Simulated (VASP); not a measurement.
Input of a VASP 6.6.1 run:

File INCAR:

```
PREC = Accurate ; ENCUT = 500
EDIFF = 1E-6 ; ISMEAR = 0
SIGMA = 0.01 ; LREAL = False
LASPH = True ; NELM = 120
ALGO = Normal ; ISIF = 2
LWAVE = False ; LCHARG = False
GGA = PE ; NBANDS = 16
GGA_COMPAT = False
```

KPOINTS

```
Automatic mesh
0
Gamma
  3 3 3
```

The input POSCAR:

```
AgCl
1.0
    0.0000000000      2.8294255800      2.8294255800
    2.8294255800      0.0000000000      2.8294255800
    2.8294255800      2.8294255800      0.0000000000
Ag Cl
1 1
Direct
    0.0000000000      0.0000000000      0.0000000000
    0.5000000000      0.5000000000      0.5000000000
```

Potentials or basis: VASP PAW PBE potentials, release 64 (Ag, Cl).

Command:

```console
$ cat potpaw_PBE.64/Ag/POTCAR potpaw_PBE.64/Cl/POTCAR > POTCAR
$ mpirun -np 1 vasp_std > vasp.out
```

(1) What does it give for the pressure?

(2) Estimate the band gap on the k mesh.

Results:

(1) -0.7 GPa.

(2) 1.26 eV (least direct gap 2.98 eV).

Caveat: the k points lie up to 0.64 Å⁻¹ apart; an odd mesh through Γ misses points on the zone boundary, where band edges can lie.
